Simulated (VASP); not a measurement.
# Ag (P6_3/mmc) in VASP: further runs

Aim: see how the results for Ag move with the level of theory and the settings. Levels: PBEsol-based global hybrid with 25 % exact exchange, B3LYP, HSE06. Tasks: single point.

All numbers are computed with VASP 6.6.1; they aren't measurements. Logs are shortened: lines on timing, memory, paths and dates and some standing lists are left out, and cuts for length are marked.

**1. The cell of the first run**

The structure is hexagonal, space group P6_3/mmc (No. 194). The conventional cell has a = 2.930 Å, b = 2.930 Å, c = 4.790 Å, α = 90.00°, β = 90.00°, γ = 120.00°. Within 3.9 Å of Ag (site symmetry -6m2) lie 12 Ag at 2.93 Å.

This isn't the form of Ag at room conditions, which is fcc.

**2. Single point, PBEsol-based global hybrid with 25 % exact exchange**

POSCAR reads:

```
Ag
1.0
    2.9300000000      0.0000000000      0.0000000000
   -1.4650000000      2.5374544331      0.0000000000
    0.0000000000      0.0000000000      4.7900000000
Ag
2
Direct
    0.6666666667      0.3333333333      0.7500000000
    0.3333333333      0.6666666667      0.2500000000
```

INCAR.step1 reads:

```
PREC = Accurate
ENCUT = 520
EDIFF = 1E-5
ISMEAR = -1
SIGMA = 0.05
LREAL = False
LASPH = True
NELM = 80
ALGO = Normal
ISIF = 2
LWAVE = True
NBANDS = 18
GGA = PE
```

INCAR.step2 reads:

```
PREC = Accurate
ENCUT = 520
EDIFF = 1E-6
ISMEAR = -1
SIGMA = 0.05
LREAL = False
LASPH = True
NELM = 80
ALGO = Normal
ISIF = 2
LWAVE = False
LCHARG = True
GGA = PS
LHFCALC = True
AEXX = 0.25
PRECFOCK = Normal
LELF = True
LVHAR = True
NBANDS = 18
ISTART = 1
```

KPOINTS reads:

```
Automatic mesh
0
Gamma
  5 5 3
```

Potentials or basis: VASP PAW PBE potentials, release 64 (Ag).

Started as:

```console
$ cat potpaw_PBE.64/Ag/POTCAR > POTCAR
$ cp INCAR.step1 INCAR
$ mpirun -np 1 vasp_std > vasp.out
$ cp INCAR.step2 INCAR
$ mpirun -np 1 vasp_std > vasp.out
```

OUTCAR:

```text
PREC = Accurate
   ENCUT = 520
   EDIFF = 1E-6
   ISMEAR = -1
   LREAL = False
   LASPH = True
   NELM = 80
   ISIF = 2
   GGA = PS
   LHFCALC = True
   AEXX = 0.25
   PRECFOCK = Normal
   ISTART = 1

 ion  position               nearest neighbor table
   1  0.667  0.333  0.750-   2 2.93   2 2.93   2 2.93   2 2.93   2 2.93   2 2.93
   2  0.333  0.667  0.250-   1 2.93   1 2.93   1 2.93   1 2.93   1 2.93   1 2.93

  LATTYP: Found a hexagonal cell.
 ALAT       =     2.9300000000
 C/A-ratio  =     1.6348122867

  Lattice vectors:

 A1 = (   2.9300000000,   0.0000000000,   0.0000000000)
 A2 = (  -1.4650000000,   2.5374544331,   0.0000000000)
 A3 = (   0.0000000000,   0.0000000000,   4.7900000000)

Analysis of symmetry for initial positions (statically):
=====================================================================
 Subroutine PRICEL returns:
 Original cell was already a primitive cell.

 Routine SETGRP: Setting up the symmetry group for a
 hexagonal supercell.

 Subroutine GETGRP returns: Found 24 space group operations
 (whereof 12 operations were pure point group operations)
 out of a pool of 24 trial point group operations.

The static configuration has the point symmetry D_3d.
 The point group associated with its full space group is D_6h.

Analysis of symmetry for dynamics (positions and initial velocities):
=====================================================================
 Subroutine PRICEL returns:
 Original cell was already a primitive cell.

 Routine SETGRP: Setting up the symmetry group for a
 hexagonal supercell.

 Subroutine GETGRP returns: Found 24 space group operations
 (whereof 12 operations were pure point group operations)
 out of a pool of 24 trial point group operations.

The dynamic configuration has the point symmetry D_3d.
 The point group associated with its full space group is D_6h.

 Subroutine INISYM returns: Found 24 space group operations
 (whereof 12 operations are pure point group operations),
 and found     1 'primitive' translations

----------------------------------------------------------------------------------------

                                     Primitive cell

  volume of cell :      35.6124

  direct lattice vectors                    reciprocal lattice vectors
     2.930000000  0.000000000  0.000000000     0.341296928  0.197047873  0.000000000
    -1.465000000  2.537454433  0.000000000     0.000000000  0.394095747  0.000000000
     0.000000000  0.000000000  4.790000000     0.000000000  0.000000000  0.208768267

  length of vectors
     2.930000000  2.930000000  4.790000000     0.394095747  0.394095747  0.208768267

  position of ions in fractional coordinates (direct lattice)
     0.666666667  0.333333333  0.750000000
     0.333333333  0.666666667  0.250000000

  ion indices of the primitive-cell ions
   primitive index   ion index
                 1           1
                 2           2

----------------------------------------------------------------------------------------

 KPOINTS: Automatic mesh

Automatic generation of k-mesh.
 Grid dimensions read from file:
 generate k-points for:    5    5    3

 Generating k-lattice:

  Cartesian coordinates                     Fractional coordinates (reciprocal lattice)
     0.068259386  0.039409575  0.000000000     0.200000000  0.000000000  0.000000000
     0.000000000  0.078819149  0.000000000     0.000000000  0.200000000  0.000000000
     0.000000000  0.000000000  0.069589422     0.000000000  0.000000000  0.333333333

  Length of vectors
     0.078819149  0.078819149  0.069589422

  Shift w.r.t. Gamma in fractional coordinates (k-lattice)
     0.000000000  0.000000000  0.000000000

 Subroutine IBZKPT returns following result:
 ===========================================

 Found     10 irreducible k-points:

 Following reciprocal coordinates:
            Coordinates               Weight
  0.000000  0.000000  0.000000      1.000000
  0.200000  0.000000  0.000000      6.000000
  0.400000  0.000000  0.000000      6.000000
  0.200000  0.200000  0.000000      6.000000
  0.400000  0.200000  0.000000      6.000000
  0.000000  0.000000  0.333333      2.000000
  0.200000  0.000000  0.333333     12.000000
  0.400000  0.000000  0.333333     12.000000
  0.200000  0.200000  0.333333     12.000000
  0.400000  0.200000  0.333333     12.000000
   k-points           NKPTS =     10   k-points in BZ     NKDIM =     75   number of bands    NBANDS=     18
   number of dos      NEDOS =    301   number of ions     NIONS =      2
   total plane-waves  NPLWV =  20736
   dimension x,y,z NGX =    24 NGY =   24 NGZ =   36
   dimension x,y,z NGXF=    48 NGYF=   48 NGZF=   72
   ions per type =               2
   NGX,Y,Z   is equivalent  to a cutoff of  13.62, 13.62, 12.49 a.u.
   NGXF,Y,Z  is equivalent  to a cutoff of  27.23, 27.23, 24.99 a.u.
 SYSTEM =  unknown system
   PREC   = accura    normal or accurate (medium, high low for compatibility)
   ISTART =      1    job   : 0-new  1-cont  2-samecut
   ICHARG =      0    charge: 1-file 2-atom 10-const
   ISPIN  =      1    spin polarized calculation?
   LNONCOLLINEAR =      F non collinear calculations
   LSORBIT =      F    spin-orbit coupling
   LASPH  =      T    aspherical Exc in radial PAW
   ENCUT  =  520.0 eV  38.22 Ry    6.18 a.u.   5.45  5.45  8.91*2*pi/ulx,y,z
   NELM   =     80;   NELMIN=  2; NELMDL=  0     # of ELM steps
   EDIFF  = 0.1E-05   stopping-criterion for ELM
   LREAL  =      F    real-space projection
   EDIFFG = 0.1E-04   stopping-criterion for IOM
   NSW    =      0    number of steps for IOM
   IBRION =     -1    ionic relax: 0-MD 1-quasi-New 2-CG
   NFREE  =      0    steps in history (QN), initial steepest desc. (CG)
   ISIF   =      2    stress and relaxation
   ISYM   =      3    0-nonsym 1-usesym 2-fastsym
   POTIM  = 0.5000    time-step for ionic-motion
   TEBEG  =    0.0;   TEEND  =   0.0 temperature during run
   PSTRESS=    0.0 pullay stress
   NELECT =      22.0000    total number of electrons
   NUPDOWN=      -1.0000    fix difference up-down
   EMIN   =  10.00;   EMAX   =-10.00  energy-range for DOS
   EFERMI =   0.00;   METHOD = LEGACY
   ISMEAR =    -1;   SIGMA  =   0.05  broadening in eV -4-tet -1-fermi 0-gaus
   EFERMI_NEDOS =   21; number of points for ismear=-14 and -15
   IALGO  =     38    algorithm
   IMIX   =      1    mixing-type and parameters
     AMIX     =   0.40;   BMIX     =  1.00
     AMIX_MAG =   1.60;   BMIX_MAG =  1.00
  volume/ion in A,a.u.               =      17.81       120.16
  Fermi-wavevector in a.u.,A,eV,Ry     =   1.394275  2.634799 26.449782  1.944004
  Thomas-Fermi vector in A             =   2.517840
   LORBIT       =      0    0 simple, 1 ext, 2 COOP (PROOUT), +10 PAW based schemes
   GGA     = PS    functional components
   LHFCALC =     T    Hartree Fock is set to
   PRECFOCK=normal    Normal, Fast or Accurate (Low or Medium for compatibility)
   ENCUT4O =  -1.0   cutoff for four orbital integrals eV
   NKREDX  =     1    reduce k-point grid by
   NKREDY  =     1    reduce k-point grid by
   NKREDZ  =     1    reduce k-point grid by
   AEXX    =    0.2500 exact exchange contribution
   HFSCREEN=    0.0000 screening length (either q_TF or 0.3 A-1)
   HFSCREENC=   0.0000 screening length for correlation (either q_TF or 0.3 A-1)
   ENCUTFOCK=  -1.0 apply spherical cutoff to Coloumb kernel
   IVDW    =     0    specifies the selected vdW correction
   LEPSILON=     F    determine dielectric tensor
   LRPA    =     F    only Hartree local field effects (RPA)
 non-spin polarized calculation
  energy-cutoff  :      520.00
  volume of cell :       35.61
 maximum number of plane-waves:       990
 NGX is ok and might be reduce to    24
  NGX = 18; NGY = 18; NGZ = 28

 number of electron      22.0000005 magnetization

 Free energy of the ion-electron system (eV)
  ---------------------------------------------------
  ext. energy  EPLUGINS =         0.00000000
  ---------------------------------------------------
  free energy    TOTEN  =        -7.12999596 eV

  energy without entropy =       -7.12099857  energy(sigma->0) =       -7.12549726

 E-fermi :   8.3114     XC(G=0):  -9.5107

 val. band max:        6.8383429636   @ k =   0.0000   0.0000   0.0000
 cond. band min:       8.3662988039   @ k =   0.2000   0.2000   0.3333
 fundamental gap:      1.5279558403
 Fermi energy:         8.3113681579

 k-point     1 :       0.0000    0.0000    0.0000
  band No.  band energies     occupation
      1      -1.2995      2.00000
      2      -0.3148      2.00000
      3       1.1517      2.00000
      4       1.2487      2.00000
      5       1.2487      2.00000
      6       1.4757      2.00000
[... 10 lines left out ...]
     17      26.9394      0.00000
     18      26.9394      0.00000

 k-point     2 :       0.2000    0.0000    0.0000
  band No.  band energies     occupation
      1      -0.2565      2.00000
      2       0.0974      2.00000
      3       0.9208      2.00000
      4       1.1987      2.00000
      5       1.3300      2.00000
      6       1.5546      2.00000
[... 10 lines left out ...]
     17      25.3318      0.00000
     18      26.7330      0.00000

 k-point     3 :       0.4000    0.0000    0.0000
  band No.  band energies     occupation
      1      -0.2571      2.00000
      2       0.1518      2.00000
      3       0.1636      2.00000
      4       1.2046      2.00000
      5       1.5816      2.00000
      6       1.6385      2.00000
[... 10 lines left out ...]
     17      20.2334      0.00000
     18      24.8674      0.00000

 k-point     4 :       0.2000    0.2000    0.0000
  band No.  band energies     occupation
      1       0.4029      2.00000
      2       0.4421      2.00000
      3       0.4422      2.00000
      4       1.0521      2.00000
      5       1.1300      2.00000
      6       1.5137      2.00000
[... 81 lines left out ...]
      4       0.5993      2.00000
      5       1.5832      2.00000
      6       2.1509      2.00000
[... 10 lines left out ...]
     17      23.2809      0.00000
     18      24.4530      0.00000

 k-point     9 :       0.2000    0.2000    0.3333
  band No.  band energies     occupation
      1       0.2424      2.00000
      2       0.3360      2.00000
      3       0.6922      2.00000
      4       1.0571      2.00000
      5       1.2605      2.00000
      6       1.5811      2.00000
[... 10 lines left out ...]
     17      20.3425      0.00000
     18      24.7329      0.00000

 k-point    10 :       0.4000    0.2000    0.3333
  band No.  band energies     occupation
      1       0.0034      2.00000
      2       0.4297      2.00000
      3       0.4957      2.00000
      4       0.9225      2.00000
      5       1.0438      2.00000
      6       2.0044      2.00000
[... 10 lines left out ...]
     17      22.5018      0.00000
     18      22.5894      0.00000

------------------------ aborting loop because EDIFF is reached ----------------------------------------

  FORCE on cell =-STRESS in cart. coord.  units (eV):
  Direction    XX          YY          ZZ          XY          YZ          ZX
  --------------------------------------------------------------------------------------
  -------------------------------------------------------------------------------------
  Total       -1.4756238     -1.4756238     -1.0157359      0.0000000      0.0000000      0.0000000
  in kB      -66.3872748    -66.3872748    -45.6972435      0.0000000      0.0000000      0.0000000
  external PRESSURE =     -59.4905977 kB  Pullay stress =       0.0000000 kB

 VOLUME and BASIS-vectors are now :
 -----------------------------------------------------------------------------
  energy-cutoff  :      520.00
  volume of cell :       35.61
      direct lattice vectors                 reciprocal lattice vectors
     2.930000000  0.000000000  0.000000000     0.341296928  0.197047873  0.000000000
    -1.465000000  2.537454433  0.000000000     0.000000000  0.394095747  0.000000000
     0.000000000  0.000000000  4.790000000     0.000000000  0.000000000  0.208768267

 POSITION                                       TOTAL-FORCE (eV/Angst)
 -----------------------------------------------------------------------------------
      1.46500      0.84582      3.59250         0.000000      0.000000     -0.000000
     -0.00000      1.69164      1.19750        -0.000000      0.000000      0.000000
 -----------------------------------------------------------------------------------
    total drift:                                0.000000      0.000000      0.000000

  FREE ENERGIE OF THE ION-ELECTRON SYSTEM (eV)
  ---------------------------------------------------
  free  energy   TOTEN  =        -7.1299959605 eV

  energy  without entropy=       -7.1209985680  energy(sigma->0) =       -7.12549726
```

Run time: 9.7 min. Hardware: 1 thread of Intel Xeon Platinum 8488C (Sapphire Rapids), shared host; peak memory 0.17 GiB.

What came out:

```
Free energy            : -7.1300 eV
Pressure               : -5.9 GPa
Band gap on the k mesh : zero (bands 11 and 12 overlap by 6.67 eV)
```

Stress tensor (GPa, compression positive):
```
-6.64  0.00  0.00
 0.00 -6.64  0.00
 0.00  0.00 -4.57
```

Levels at points of the mesh, in eV from the Fermi level:
```tsv
k point	band 7	band 8	band 9	band 10	band 11	band 12	band 13	band 14	band 15	band 16
(0.00, 0.00, 0.00)	-6.84	-6.49	-6.49	-5.43	-5.43	-1.47	3.45	16.02	17.99	18.29
```

Caveat: the k points lie up to 0.50 Å⁻¹ apart, too coarse for converged energies and pressures of a metal; the PAW data sets were made with another functional, which shifts forces and pressure a little.

**3. Single point, B3LYP**

POSCAR is that of step 2.

INCAR.step1 reads:

```
SYSTEM = Ag
ALGO = Normal ; EDIFF = 1E-5
ENCUT = 520 ; GGA = PE
ISIF = 2 ; ISMEAR = -1
LASPH = .True. ; LREAL = .False.
LWAVE = .True. ; NBANDS = 18
NELM = 60 ; PREC = Accurate
SIGMA = 0.05
```

INCAR.step2 reads:

```
SYSTEM = Ag
AEXX = 0.2 ; AGGAC = 0.81
AGGAX = 0.72 ; ALDAC = 0.19
ALGO = Normal ; EDIFF = 1E-6
ENCUT = 520 ; GGA = B3
ISIF = 2 ; ISMEAR = -1
ISTART = 1 ; LASPH = .True.
LCHARG = .True. ; LELF = .True.
LHFCALC = .True. ; LREAL = .False.
LVHAR = .True. ; LWAVE = .False.
NBANDS = 18 ; NELM = 60
PREC = Accurate ; PRECFOCK = Normal
SIGMA = 0.05
```

KPOINTS reads:

```
k-points
0
Gamma
  5 5 3
  0 0 0
```

Potentials or basis: VASP PAW PBE potentials, release 64 (Ag).

Started as:

```console
$ cat potpaw_PBE.64/Ag/POTCAR > POTCAR
$ cp INCAR.step1 INCAR
$ mpirun -np 1 vasp_std > vasp.out
$ cp INCAR.step2 INCAR
$ mpirun -np 1 vasp_std > vasp.out
```

Wall time 9.9 min (1 thread of Intel Xeon Platinum 8488C (Sapphire Rapids), shared host); peak memory 0.17 GiB.

The run converged. Its results:

| Quantity | Value |
| --- | --- |
| Free energy | -5.0876 eV |
| Pressure | 4.6 GPa |
| Band gap on the k mesh | zero (bands 11 and 12 overlap by 6.42 eV) |

Stress tensor (GPa, compression positive):
```
3.89 0.00 0.00
0.00 3.89 0.00
0.00 0.00 5.94
```

Levels at points of the mesh, in eV from the Fermi level:
```
           k point  band 8  band 9  band 10  band 11  band 12  band 13  band 14  band 15
(0.00, 0.00, 0.00)   -6.28   -6.28    -5.24    -5.24    -1.21     3.21    16.08    17.91
```

Caveat: the k points lie up to 0.50 Å⁻¹ apart, too coarse for converged energies and pressures of a metal; the PAW data sets were made with another functional, which shifts forces and pressure a little.

(Part 1 of 2 ends here.)

The gap in the log of VASP goes by the Fermi energy; the results here count the filled bands.